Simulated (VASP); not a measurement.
# Ru (P6/mmm) in VASP: further runs

Runs on Ru. Level: PBEsol. Tasks: single point.

Program: VASP 6.6.1. These are calculated values, not measurements. Logs are shortened: lines on timing, memory, paths and dates and some standing lists are left out, and cuts for length are marked.

## Step 1: The cell of the first run

The structure is hexagonal, space group P6/mmm (No. 191). Conventional cell: a = 2.572 Å, b = 2.572 Å, c = 2.404 Å, α = 90.00°, β = 90.00°, γ = 120.00°. Within 3.2 Å of Ru (site symmetry 6/mmm) lie 8 Ru at 2.40 to 2.57 Å.

## Step 2: Single point, PBEsol

Contents of INCAR:

```
ALGO = Fast
EDIFF = 1E-6
ENCUT = 520
GGA = PS
ISIF = 2
ISMEAR = 0
LASPH = T
LCHARG = T
LELF = T
LREAL = F
LVHAR = T
LWAVE = F
NBANDS = 13
NELM = 80
PREC = Accurate
SIGMA = 0.1
```

Contents of KPOINTS:

```
k-points
0
Gamma
  9 9 8
```

Contents of POSCAR:

```
Ru
1.0
    2.5723315739      0.0000000000      0.0000000000
   -1.2861657869      2.2277044899      0.0000000000
    0.0000000000      0.0000000000      2.4035223143
Ru
1
Direct
    0.0000000000      0.0000000000      0.0000000000
```

Potentials or basis: VASP PAW PBE potentials, release 64 (Ru_pv).

On the command line:

```console
$ cat potpaw_PBE.64/Ru_pv/POTCAR > POTCAR
$ mpirun -np 1 vasp_std > vasp.out
```

OUTCAR:

```text
EDIFF = 1E-6
   ENCUT = 520
   GGA = PS
   ISIF = 2
   ISMEAR = 0
   LASPH = T
   LREAL = F
   NELM = 80
   PREC = Accurate

 ion  position               nearest neighbor table
   1  0.000  0.000  0.000-

  LATTYP: Found a hexagonal cell.
 ALAT       =     2.5723315739
 C/A-ratio  =     0.9343750000

  Lattice vectors:

 A1 = (   2.5723315739,   0.0000000000,   0.0000000000)
 A2 = (  -1.2861657869,   2.2277044899,   0.0000000000)
 A3 = (   0.0000000000,   0.0000000000,   2.4035223143)

Analysis of symmetry for initial positions (statically):
=====================================================================
 Subroutine PRICEL returns:
 Original cell was already a primitive cell.

 Routine SETGRP: Setting up the symmetry group for a
 hexagonal supercell.

 Subroutine GETGRP returns: Found 24 space group operations
 (whereof 24 operations were pure point group operations)
 out of a pool of 24 trial point group operations.

The static configuration has the point symmetry D_6h.

Analysis of symmetry for dynamics (positions and initial velocities):
=====================================================================
 Subroutine PRICEL returns:
 Original cell was already a primitive cell.

 Routine SETGRP: Setting up the symmetry group for a
 hexagonal supercell.

 Subroutine GETGRP returns: Found 24 space group operations
 (whereof 24 operations were pure point group operations)
 out of a pool of 24 trial point group operations.

The dynamic configuration has the point symmetry D_6h.

 Subroutine INISYM returns: Found 24 space group operations
 (whereof 24 operations are pure point group operations),
 and found     1 'primitive' translations

----------------------------------------------------------------------------------------

                                     Primitive cell

  volume of cell :      13.7731

  direct lattice vectors                    reciprocal lattice vectors
     2.572331574  0.000000000  0.000000000     0.388752372  0.224446286  0.000000000
    -1.286165787  2.227704490  0.000000000     0.000000000  0.448892573  0.000000000
     0.000000000  0.000000000  2.403522314     0.000000000  0.000000000  0.416056050

  length of vectors
     2.572331574  2.572331574  2.403522314     0.448892573  0.448892573  0.416056050

  position of ions in fractional coordinates (direct lattice)
     0.000000000  0.000000000  0.000000000

  ion indices of the primitive-cell ions
   primitive index   ion index
                 1           1

[... 77 lines left out ...]
   ISIF   =      2    stress and relaxation
   ISYM   =      2    0-nonsym 1-usesym 2-fastsym
   POTIM  = 0.5000    time-step for ionic-motion
   TEBEG  =    0.0;   TEEND  =   0.0 temperature during run
   PSTRESS=    0.0 pullay stress
   NELECT =      14.0000    total number of electrons
   NUPDOWN=      -1.0000    fix difference up-down
   EMIN   =  10.00;   EMAX   =-10.00  energy-range for DOS
   EFERMI =   0.00;   METHOD = LEGACY
   ISMEAR =     0;   SIGMA  =   0.10  broadening in eV -4-tet -1-fermi 0-gaus
   EFERMI_NEDOS =   21; number of points for ismear=-14 and -15
   IALGO  =     68    algorithm
   IMIX   =      4    mixing-type and parameters
     AMIX     =   0.40;   BMIX     =  1.00
     AMIX_MAG =   1.60;   BMIX_MAG =  1.00
  volume/ion in A,a.u.               =      13.77        92.95
  Fermi-wavevector in a.u.,A,eV,Ry     =   1.646038  3.110561 36.864199  2.709442
  Thomas-Fermi vector in A             =   2.735734
   LORBIT       =      0    0 simple, 1 ext, 2 COOP (PROOUT), +10 PAW based schemes
   GGA     = PS    functional components
   LHFCALC =     F    Hartree Fock is set to
   AEXX    =    0.0000 exact exchange contribution
   IVDW    =     0    specifies the selected vdW correction
   LEPSILON=     F    determine dielectric tensor
   LRPA    =     F    only Hartree local field effects (RPA)
 non-spin polarized calculation
 RMM-DIIS sequential band-by-band and
 Gauss-broadening in eV      SIGMA  =   0.10
  energy-cutoff  :      520.00
  volume of cell :       13.77
 maximum number of plane-waves:       393
 NGX is ok and might be reduce to    20
   NGX =  9   NGY =  9   NGZ =  9

 number of electron      13.9999994 magnetization

 Free energy of the ion-electron system (eV)
  ---------------------------------------------------
  ext. energy  EPLUGINS =         0.00000000
  ---------------------------------------------------
  free energy    TOTEN  =        -9.25786653 eV

  energy without entropy =       -9.25281303  energy(sigma->0) =       -9.25533978

 E-fermi :  12.5334     XC(G=0): -14.0919

 val. band max:       12.4822455159   @ k =   0.3333   0.2222   0.1250
 cond. band min:      12.5922579226   @ k =   0.1111   0.1111   0.2500
 fundamental gap:      0.1100124067
 Fermi energy:        12.5333861153

 k-point     1 :       0.0000    0.0000    0.0000
  band No.  band energies     occupation
      1     -29.7577      2.00000
      2     -29.7577      2.00000
      3     -29.7047      2.00000
      4       4.5884      2.00000
      5       6.4754      2.00000
      6       9.9453      2.00000
      7       9.9453      2.00000
      8      14.6907      0.00000
      9      14.6907      0.00000
     10      23.2670      0.00000
     11      27.6276      0.00000
     12      30.1524      0.00000
     13      35.6526      0.00000
[... 354 lines left out ...]
  band No.  band energies     occupation
      1     -30.5968      2.00000
      2     -30.5968      2.00000
      3     -29.7758      2.00000
      4       8.9025      2.00000
      5       9.0457      2.00000
      6       9.0457      2.00000
      7      11.8996      2.00000
      8      11.8996      2.00000
      9      21.4530      0.00000
     10      21.6565      0.00000
     11      21.6565      0.00000
     12      23.2728      0.00000
     13      35.2234      0.00000

 [... further k-points ...]
[... 5 lines left out ...]
  --------------------------------------------------------------------------------------
  -------------------------------------------------------------------------------------
  Total        1.4035306      1.4035306      1.2617027      0.0000000     -0.0000000      0.0000000
  in kB      163.2675188    163.2675188    146.7691985      0.0000000     -0.0000000      0.0000000
  external PRESSURE =     157.7680787 kB  Pullay stress =       0.0000000 kB

 VOLUME and BASIS-vectors are now :
 -----------------------------------------------------------------------------
  energy-cutoff  :      520.00
  volume of cell :       13.77
      direct lattice vectors                 reciprocal lattice vectors
     2.572331574  0.000000000  0.000000000     0.388752372  0.224446286  0.000000000
    -1.286165787  2.227704490  0.000000000     0.000000000  0.448892573  0.000000000
     0.000000000  0.000000000  2.403522314     0.000000000  0.000000000  0.416056050

 POSITION                                       TOTAL-FORCE (eV/Angst)
 -----------------------------------------------------------------------------------
      0.00000      0.00000      0.00000         0.000000      0.000000      0.000000
 -----------------------------------------------------------------------------------
    total drift:                               -0.000000      0.000000      0.000000

  FREE ENERGIE OF THE ION-ELECTRON SYSTEM (eV)
  ---------------------------------------------------
  free  energy   TOTEN  =        -9.2578665302 eV

  energy  without entropy=       -9.2528130317  energy(sigma->0) =       -9.25533978
```

stdout:

```text
POSCAR found type information on POSCAR Ru
 POSCAR found :  1 types and       1 ions
 scaLAPACK will be used
 -----------------------------------------------------------------------------
|                                                                             |
|                                                                             |
|     You enforced a specific xc type in the INCAR file but a different       |
|     I HOPE YOU KNOW WHAT YOU ARE DOING!                                     |
|                                                                             |
 -----------------------------------------------------------------------------

 LDA part: xc-table for (Slater+PW92), standard interpolation
 POSCAR, INCAR and KPOINTS ok, starting setup
 FFT: planning ... GRIDC
 FFT: planning ... GRID_SOFT
 FFT: planning ... GRID
 WAVECAR not read
 entering main loop
```

Wall time 4.5 s (1 thread of Intel Xeon 6975P-C (Granite Rapids), shared host); peak memory 0.12 GiB.

What came out:

```yaml
Free_energy: -9.2579 eV
Pressure: 15.8 GPa
Band_gap_on_the_k_mesh: zero (band 7 reaches 15.13 eV, above the bottom of band 8 at 11.37 eV)
```

Caveat: the PAW data sets were made with another functional, which shifts forces and pressure a little.

## Step 3: Single point, PBEsol

This run uses another cell than the first one, of 14.49 Å³/atom, 1.052 times its volume.

Contents of INCAR:

```
PREC     = Accurate       # precision mode
ENCUT    = 520            # plane-wave cutoff, eV
EDIFF    = 1E-7           # SCF threshold, eV
ISMEAR   = 0              # smearing method
SIGMA    = 0.1            # smearing width, eV
LREAL    = F              # projectors in reciprocal space
LASPH    = T              # aspherical terms in the spheres
NELM     = 80             # most SCF steps
ALGO     = Normal         # electronic algorithm
ISIF     = 2              # what is computed and relaxed
LWAVE    = F              # write WAVECAR
LCHARG   = F              # write CHGCAR
GGA      = PS             # functional
NBANDS   = 13             # bands
```

Contents of KPOINTS:

```
Automatic mesh
0
Gamma
  9 9 8
```

Contents of POSCAR:

```
Ru
1.0
    2.6217344190      0.0000000000      0.0000000000
   -1.3108672095      2.2704886089      0.0000000000
    0.0000000000      0.0000000000      2.4334766073
Ru
1
Direct
    0.0000000000      0.0000000000      0.0000000000
```

Potentials or basis: VASP PAW PBE potentials, release 64 (Ru_pv).

On the command line:

```console
$ cat potpaw_PBE.64/Ru_pv/POTCAR > POTCAR
$ mpirun -np 1 vasp_std > vasp.out
```

OUTCAR:

```text
PREC = Accurate
   ENCUT = 520
   EDIFF = 1E-7
   ISMEAR = 0
   LREAL = F
   LASPH = T
   NELM = 80
   ISIF = 2
   GGA = PS

 ion  position               nearest neighbor table
   1  0.000  0.000  0.000-

  LATTYP: Found a hexagonal cell.
 ALAT       =     2.6217344190
 C/A-ratio  =     0.9281934088

  Lattice vectors:

 A1 = (   2.6217344190,   0.0000000000,   0.0000000000)
 A2 = (  -1.3108672095,   2.2704886089,   0.0000000000)
 A3 = (   0.0000000000,   0.0000000000,   2.4334766073)

Analysis of symmetry for initial positions (statically):
=====================================================================
 Subroutine PRICEL returns:
 Original cell was already a primitive cell.

 Routine SETGRP: Setting up the symmetry group for a
 hexagonal supercell.

 Subroutine GETGRP returns: Found 24 space group operations
 (whereof 24 operations were pure point group operations)
 out of a pool of 24 trial point group operations.

The static configuration has the point symmetry D_6h.

Analysis of symmetry for dynamics (positions and initial velocities):
=====================================================================
[... 161 lines left out ...]
 fundamental gap:      0.0353451304
 Fermi energy:        11.6578863213

 k-point     1 :       0.0000    0.0000    0.0000
  band No.  band energies     occupation
      1     -30.6463      2.00000
      2     -30.6463      2.00000
      3     -30.5760      2.00000
      4       3.9974      2.00000
      5       5.9601      2.00000
      6       9.2429      2.00000
      7       9.2429      2.00000
      8      13.6446      0.00000
      9      13.6446      0.00000
     10      22.4145      0.00000
     11      26.7033      0.00000
     12      29.0598      0.00000
     13      34.0702      0.00000
[... 354 lines left out ...]
  band No.  band energies     occupation
      1     -31.3436      2.00000
      2     -31.3436      2.00000
      3     -30.6515      2.00000
      4       8.1568      2.00000
      5       8.3641      2.00000
      6       8.3641      2.00000
      7      11.1125      2.00000
      8      11.1125      2.00000
      9      20.0819      0.00000
     10      20.3425      0.00000
     11      20.3425      0.00000
     12      22.4186      0.00000
     13      33.8359      0.00000

 [... further k-points ...]
[... 5 lines left out ...]
  --------------------------------------------------------------------------------------
  -------------------------------------------------------------------------------------
  Total        0.0048173      0.0048173      0.0182008      0.0000000      0.0000000     -0.0000000
  in kB        0.5328179      0.5328180      2.0131007      0.0000000      0.0000000     -0.0000000
  external PRESSURE =       1.0262455 kB  Pullay stress =       0.0000000 kB

 VOLUME and BASIS-vectors are now :
 -----------------------------------------------------------------------------
  energy-cutoff  :      520.00
  volume of cell :       14.49
      direct lattice vectors                 reciprocal lattice vectors
     2.621734419  0.000000000  0.000000000     0.381426888  0.220216916  0.000000000
    -1.310867210  2.270488609  0.000000000     0.000000000  0.440433833  0.000000000
     0.000000000  0.000000000  2.433476607     0.000000000  0.000000000  0.410934708

 POSITION                                       TOTAL-FORCE (eV/Angst)
 -----------------------------------------------------------------------------------
      0.00000      0.00000      0.00000         0.000000      0.000000      0.000000
 -----------------------------------------------------------------------------------
    total drift:                               -0.000000      0.000000      0.000000

  FREE ENERGIE OF THE ION-ELECTRON SYSTEM (eV)
  ---------------------------------------------------
  free  energy   TOTEN  =        -9.2925645875 eV

  energy  without entropy=       -9.2853332453  energy(sigma->0) =       -9.28894892
```

It took 4.8 s on 1 thread of Intel Xeon 6975P-C (Granite Rapids), shared host; peak memory 0.12 GiB.

What came out:

| Property | Result |
| --- | --- |
| Free energy | -9.2926 eV |
| Pressure | 0.1 GPa |
| Band gap on the k mesh | zero (band 7 reaches 14.01 eV, above the bottom of band 8 at 10.50 eV) |

Stress tensor (GPa, compression positive):
```
0.05 0.00 0.00
0.00 0.05 0.00
0.00 0.00 0.20
```

Levels at points of the mesh, in eV from the Fermi level:
```tsv
k point	band 4	band 5	band 6	band 7	band 8	band 9	band 10	band 11
(0.00, 0.00, 0.00)	-7.66	-5.70	-2.41	-2.41	1.99	1.99	10.76	15.05
(0.00, 0.00, 0.50)	-4.76	-1.70	-1.70	-0.95	-0.95	-0.31	8.59	10.76
```

Caveat: the PAW data sets were made with another functional, which shifts forces and pressure a little.
